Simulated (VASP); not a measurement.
A run of VASP 6.6.1 is set up as follows.

Contents of INCAR:

```
ALGO     = Normal         # electronic algorithm
EDIFF    = 1E-7           # SCF threshold, eV
EDIFFG   = -0.01          # ionic threshold
ENCUT    = 520            # plane-wave cutoff, eV
GGA      = PS             # functional
GGA_COMPAT= False        
IBRION   = 2              # ionic algorithm
ISIF     = 2              # what is computed and relaxed
ISMEAR   = 0              # smearing method
LASPH    = True           # aspherical terms in the spheres
LCHARG   = False          # write CHGCAR
LREAL    = False          # projectors in reciprocal space
LWAVE    = False          # write WAVECAR
NELM     = 120            # most SCF steps
NELMIN   = 4            
NSW      = 50             # ionic steps
PREC     = Accurate       # precision mode
SIGMA    = 0.05           # smearing width, eV
```

Contents of KPOINTS:

```
k-points
0
Gamma
  12 12 4
```

File POSCAR:

```
BN
1.0
    2.6873030046      0.0000000000      0.0000000000
   -1.3436515023      2.1683338019      0.0000000000
    0.0000000000      0.0000000000      7.8078478008
B N
2 2
Direct
    0.3333333333      0.6666666667      0.2500000000
    0.6666666667      0.3333333333      0.7500000000
    0.3333333333      0.6666666667      0.7500000000
    0.6666666667      0.3333333333      0.2500000000
```

Potentials or basis: VASP PAW PBE potentials, release 64 (B, N).

Launch:

```console
$ cat potpaw_PBE.64/B/POTCAR potpaw_PBE.64/N/POTCAR > POTCAR
$ mpirun -np 1 vasp_std > vasp.out
```

**Question.** What does it give for the energy gained by relaxing?

**Answer.** 1.9 meV/atom.

**Question.** What does it give for the band gap on the k mesh?

**Answer.** 4.08 eV, indirect (least direct gap 4.36 eV).

Stress tensor (GPa, compression positive):
```
-44.50   0.00   0.00
  0.00  -9.43   0.00
  0.00   0.00  -0.49
```

Caveat: the cell differs from its parent crystal (normal strain along x +0.0733, normal strain along z +0.1100); the PAW data sets were made with another functional, which shifts forces and pressure a little; this functional lacks dispersion, which binds the layers, so the pressure and a relaxed spacing across them are unreliable. A k mesh can miss the band edges.
